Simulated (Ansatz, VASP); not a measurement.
This is a calculation of Br for VASP 6.6.1.

File INCAR:

```
  PREC = Accurate
  ENCUT = 520
  EDIFF = 1E-6
  ISMEAR = -1
  SIGMA = 0.05
  LREAL = F
  LASPH = T
  NELM = 80
  ALGO = Normal
  ISIF = 2
  LWAVE = F
  LCHARG = T
  GGA = PE
  LELF = T
  LVHAR = T
  NBANDS = 10
```

KPOINTS

```
regular mesh
0
Gamma
  13 13 13
```

Contents of POSCAR:

```
Br
1.0
   -1.3708610000      1.4282190000      3.5071040000
    1.5439400000     -1.4350240000      3.5786800000
    1.3437790000      1.4079430000     -3.5098120000
Br
1
Direct
    0.0120770000      0.0047410000      0.0189630000
```

Potentials or basis: VASP PAW PBE potentials, release 64 (Br).

Launch:

```console
$ cat potpaw_PBE.64/Br/POTCAR > POTCAR
$ mpirun -np 1 vasp_std > vasp.out
```

Q: Translate it to Ansatz 0.2.0. Potentials there: all-electron LAPW, scalar-relativistic.

A: As run (the cutoff follows the program's own potentials):

File input.yaml:

```yaml
crystal:
  lattice:
    - [-1.370861, 1.428219, 3.507104]
    - [1.54394, -1.435024, 3.57868]
    - [1.343779, 1.407943, -3.509812]
  atoms:
    - { symbol: Br, position: [0.012077, 0.004741, 0.018963] }
kpoints:
  mp_grid: { grid: [13, 13, 13] }
scf:
  occupations: { method: fermi_dirac, width: 0.05 }
hamiltonian:
  xc: pbe
  pseudopotentials: { kind: all_electron, lapw: { basis_error: 0.001 } }
output:
  forces: true
  stress: true
  eigenvalues: true
  populations: true
```

Potentials or basis: all-electron LAPW, scalar-relativistic.

Run with:

```bash
$ ansatz run input.yaml --threads 1 --pin off --max-ram 2560MiB --backend cpu --events-out ev --progress --plain --runs-dir out
```

Both were run:

|  | VASP | Ansatz | Ansatz less VASP |
| --- | --- | --- | --- |
| gap on the k mesh at the Fermi level (eV) | none | none | - |
| pressure (GPa) | 1.0 | 1.0 | +0.01 |
| traceless stress, the component that is largest in VASP (GPa) | -1.08 | -1.08 | 0.000 |

A gap of «none» marks a metal or a gap that the smearing closes. Ansatz ran all-electron here, and VASP with PAW potentials.
